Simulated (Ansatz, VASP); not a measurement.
One calculation of Ge, two programs

```xyz
1
Lattice="1.3971 -2.6005 0.0000 1.3971 2.6005 0.0000 0.0000 0.0000 2.6982" Properties=species:S:1:pos:R:3 pbc="T T T"
Ge    1.3971    0.0000    0.0000
```

Alike in both runs: task single point; functional PBE; k mesh 11 × 11 × 10; occupations gaussian, width 0.03 eV; no spin polarisation.

```csv
,VASP,Ansatz
version,VASP 6.6.1,Ansatz 0.2.0
potentials or method,"VASP PAW PBE potentials, release 64 (Ge_d)",Ansatz PAW
plane-wave cutoff (eV),520,420
valence electrons in the cell,14,14
```

```tsv
	VASP	Ansatz	Ansatz less VASP
gap on the k mesh at the Fermi level (eV)	none	none	-
pressure (GPa)	-0.6	-0.6	-0.01
traceless stress, the component that is largest in VASP (GPa)	-2.19	-2.18	+0.011
```

A gap of «none» marks a metal or a gap that the smearing closes. The functional is the same, so the differences come from potentials, cutoffs and numerics.
